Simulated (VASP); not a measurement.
Runs of VASP 6.6.1 on TiC. The structure is that of space group Fm-3m (No. 225), or close to it. The cells are those of the table. 

| task | level | potentials or basis | cell | cutoff (eV) | gap on the mesh (eV) | pressure (GPa) | relaxed volume (Å³/atom) |
| --- | --- | --- | --- | --- | --- | --- | --- |
| relaxation of cell and atoms | LDA | VASP PAW LDA potentials, release 64 (Ti_sv, C) | relaxed from a = 3.054 Å, angles 60.0°, 2 atoms | 600 | none | 0.0 | 9.69 |
| single point | PBE | VASP PAW PBE potentials, release 64 (Ti_sv, C) | a = 3.064 Å, angles 60.0°, 2 atoms | 520 | none | (a) | - |
| single point | LDA | VASP PAW LDA potentials, release 64 (Ti_sv, C) | a = 3.013 Å, angles 60.0°, 2 atoms | 520 | none | 0.7 | - |
| relaxation of cell and atoms | PBE | VASP PAW PBE potentials, release 64 (Ti_sv, C) | relaxed from a = 3.054 Å, angles 60.0°, 2 atoms | 600 | none | 0.0 | 10.17 |

Alike in all rows: no spin polarisation; k mesh 12 × 12 × 12; smearing fermi-dirac 0.1 eV.

Q: Estimate the missing entries.

A: (a) 0.2.

A gap of «none» marks levels without a gap at the run's occupations.
